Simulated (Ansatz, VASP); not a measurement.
This is a calculation of ZnCu for Ansatz 0.2.0.

Contents of input.yaml:

```yaml
crystal:
  lattice:
    - [2.945, 0.0, 0.0]
    - [0.0, 2.945, 0.0]
    - [0.0, 0.0, 2.945]
  atoms:
    - { symbol: Zn, position: [0.511103, 0.504241, 0.495278] }
    - { symbol: Cu, position: [-0.02283, -0.00903, 0.00355] }
kpoints:
  mp_grid: { grid: [9, 9, 9] }
scf:
  occupations: { method: fermi_dirac, width: 0.05 }
hamiltonian:
  xc: pbe
  pseudopotentials: { kind: all_electron, lapw: { basis_error: 0.001 } }
output:
  forces: true
  stress: true
  eigenvalues: true
  populations: true
```

Potentials or basis: all-electron LAPW, scalar-relativistic.

Launch:

```console
$ ansatz run input.yaml --threads 1 --pin off --max-ram 3072MiB --backend cpu --events-out ev --progress --plain --runs-dir out
```

Task: Set up the same calculation for VASP 6.6.1. Potentials there: VASP PAW PBE potentials, release 64 (Zn, Cu).

Result: As run (the cutoff follows the program's own potentials):

Contents of INCAR:

```
SYSTEM = ZnCu
ALGO = Fast
EDIFF = 1E-6
ENCUT = 520
GGA = PE
ISIF = 2
ISMEAR = -1
LASPH = .TRUE.
LCHARG = .FALSE.
LREAL = .FALSE.
LWAVE = .FALSE.
NBANDS = 18
NELM = 80
PREC = Accurate
SIGMA = 0.05
```

Contents of KPOINTS:

```
k-points
0
G
  9 9 9
  0 0 0
```

POSCAR

```
ZnCu
1.0
    2.9450000000      0.0000000000      0.0000000000
    0.0000000000      2.9450000000      0.0000000000
    0.0000000000      0.0000000000      2.9450000000
Zn Cu
1 1
Direct
    0.5111030000      0.5042410000      0.4952780000
   -0.0228300000     -0.0090300000      0.0035500000
```

Potentials or basis: VASP PAW PBE potentials, release 64 (Zn, Cu).

The run is started by

```console
$ cat potpaw_PBE.64/Zn/POTCAR potpaw_PBE.64/Cu/POTCAR > POTCAR
$ mpirun -np 1 vasp_std > vasp.out
```

Both were run:

|  | VASP | Ansatz | Ansatz less VASP |
| --- | --- | --- | --- |
| gap on the k mesh at the Fermi level (eV) | none | none | - |
| pressure (GPa) | 3.6 | 3.2 | -0.39 |
| traceless stress, the component that is largest in VASP (GPa) | 0.45 | 0.44 | -0.005 |
| rms of the force components (eV/Å) | 0.318 | 0.313 | -0.0048 |

Atom by atom the forces differ by 0.005 eV/Å (rms over components). A gap of «none» marks a metal or a gap that the smearing closes. Ansatz ran all-electron here, and VASP with PAW potentials.
